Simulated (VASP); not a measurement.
Input of a VASP 6.6.1 run:

Contents of INCAR:

```
ALGO = Normal ; EDIFF = 1E-6
ENCUT = 520 ; GGA = PE
ISIF = 2 ; ISMEAR = -1
LASPH = T ; LCHARG = F
LREAL = F ; LWAVE = F
NBANDS = 20 ; NELM = 100
PREC = Accurate ; SIGMA = 0.05
```

KPOINTS

```
k-points
0
Gamma
  8 8 8
```

POSCAR

```
GaGe
1.0
    0.0000000000      2.6191840642      2.6191840642
    2.6191840642      0.0000000000      2.6191840642
    2.6191840642      2.6191840642      0.0000000000
Ge Ga
1 1
Direct
    0.0000000000      0.0000000000      0.0000000000
    0.2500000000      0.2500000000      0.2500000000
```

Potentials or basis: VASP PAW PBE potentials, release 64 (Ge_d, Ga_d).

Run with:

```bash
$ cat potpaw_PBE.64/Ge_d/POTCAR potpaw_PBE.64/Ga_d/POTCAR > POTCAR
$ mpirun -np 1 vasp_std > vasp.out
```

(1) Estimate the pressure.

Answers

(1) 30.0 GPa.
